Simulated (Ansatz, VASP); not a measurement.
Given: the input of a run of VASP 6.6.1 on Sb.

The input POSCAR:

```
Sb
1.0
   -1.8713408863      1.8713408863      1.8713408863
    1.8713408863     -1.8713408863      1.8713408863
    1.8713408863      1.8713408863     -1.8713408863
Sb
1
Direct
    0.0000000000      0.0000000000      0.0000000000
```

INCAR.step1

```
SYSTEM = Sb
PREC     = Accurate       ! precision mode
ENCUT    = 520            ! plane-wave cutoff, eV
EDIFF    = 1E-5           ! SCF threshold, eV
ISMEAR   = -1             ! smearing method
SIGMA    = 0.05           ! smearing width, eV
LREAL    = .False.        ! projectors in reciprocal space
LASPH    = .True.         ! aspherical terms in the spheres
NELM     = 80             ! most SCF steps
ALGO     = Normal         ! electronic algorithm
ISIF     = 2              ! what is computed and relaxed
LWAVE    = .True.         ! write WAVECAR
LCHARG   = .False.        ! write CHGCAR
GGA      = PE             ! functional
NBANDS   = 8              ! bands
```

File INCAR.step2:

```
SYSTEM = Sb
PREC     = Accurate       ! precision mode
ENCUT    = 520            ! plane-wave cutoff, eV
EDIFF    = 1E-6           ! SCF threshold, eV
ISMEAR   = -1             ! smearing method
SIGMA    = 0.05           ! smearing width, eV
LREAL    = .False.        ! projectors in reciprocal space
LASPH    = .True.         ! aspherical terms in the spheres
NELM     = 80             ! most SCF steps
ALGO     = Normal         ! electronic algorithm
ISIF     = 2              ! what is computed and relaxed
LWAVE    = .False.        ! write WAVECAR
LCHARG   = .False.        ! write CHGCAR
METAGGA  = R2SCAN         ! meta-GGA
LHFCALC  = .True.         ! exact exchange
AEXX     = 0.25           ! exact-exchange fraction
LMIXTAU  = .True.       
PRECFOCK = Normal       
ISTART   = 1            
NBANDS   = 8              ! bands
```

KPOINTS

```
Automatic mesh
0
Gamma
  5 5 5
  0 0 0
```

Potentials or basis: VASP PAW PBE potentials, release 64 (Sb).

The run is started by

```console
$ cat potpaw_PBE.64/Sb/POTCAR > POTCAR
$ cp INCAR.step1 INCAR
$ mpirun -np 1 vasp_std > vasp.out
$ cp INCAR.step2 INCAR
$ mpirun -np 1 vasp_std > vasp.out
```

Problem. Set up the same calculation for Ansatz 0.2.0. Potentials there: Ansatz PAW.

Solution. As run (the cutoff follows the program's own potentials):

The input input:

```
crystal:
  lattice:
    - [-1.8713408863, 1.8713408863, 1.8713408863]
    - [1.8713408863, -1.8713408863, 1.8713408863]
    - [1.8713408863, 1.8713408863, -1.8713408863]
  atoms:
    - { symbol: Sb, position: [0.0, 0.0, 0.0] }
hamiltonian:
  xc: r2scan0
  pseudopotentials: { kind: paw }
kpoints:
  mp_grid: { grid: [5, 5, 5] }
scf:
  occupations: { method: fermi_dirac, width: 0.05 }
output:
  forces: true
  stress: true
  eigenvalues: true
```

Both were run:

|  | VASP | Ansatz | Ansatz less VASP |
| --- | --- | --- | --- |
| gap on the k mesh at the Fermi level (eV) | none | none | - |
| pressure (GPa) | -3.5 | 0.0 | +3.48 |

VASP's potentials were made for PBE, not for r2SCAN0. A gap of «none» marks a metal or a gap that the smearing closes. VASP's potentials hold 5 valence electrons a cell and Ansatz's 15, so a difference there can come from the potentials and not from the codes.

The k mesh is coarse, so the values compare programs but aren't converged. Spin-orbit coupling is off throughout.
